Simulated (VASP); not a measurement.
A run of VASP 6.6.1 is set up as follows.

INCAR

```
SYSTEM = Rh
PREC = Accurate
ENCUT = 520
EDIFF = 1E-7
ISMEAR = 0
SIGMA = 0.1
LREAL = .False.
LASPH = .True.
NELM = 80
ALGO = Fast
ISIF = 2
LWAVE = .False.
LCHARG = .False.
GGA = PE
NBANDS = 22
```

The input KPOINTS:

```
Automatic mesh
0
Gamma
  20 20 14
  0 0 0
```

POSCAR

```
Rh
1.0
    1.9532683273      1.9532683273      0.0000000000
   -1.9532683273      1.9532683273      0.0000000000
    0.0000000000      0.0000000000      3.9065366546
Rh
2
Direct
    0.0000000000      0.0000000000      0.0000000000
    0.5000000000      0.5000000000      0.5000000000
```

Potentials or basis: VASP PAW PBE potentials, release 64 (Rh_pv).

Launch:

```console
$ cat potpaw_PBE.64/Rh_pv/POTCAR > POTCAR
$ mpirun -np 1 vasp_std > vasp.out
```

Predict the pressure.

-13.0 GPa.

What does it give for the band gap on the k mesh?

Zero (band 15 reaches 11.33 eV, above the bottom of band 16 at 9.20 eV).

Caveat: the cell differs from its parent crystal (equal strain along all axes, cell held: +2.0 %).
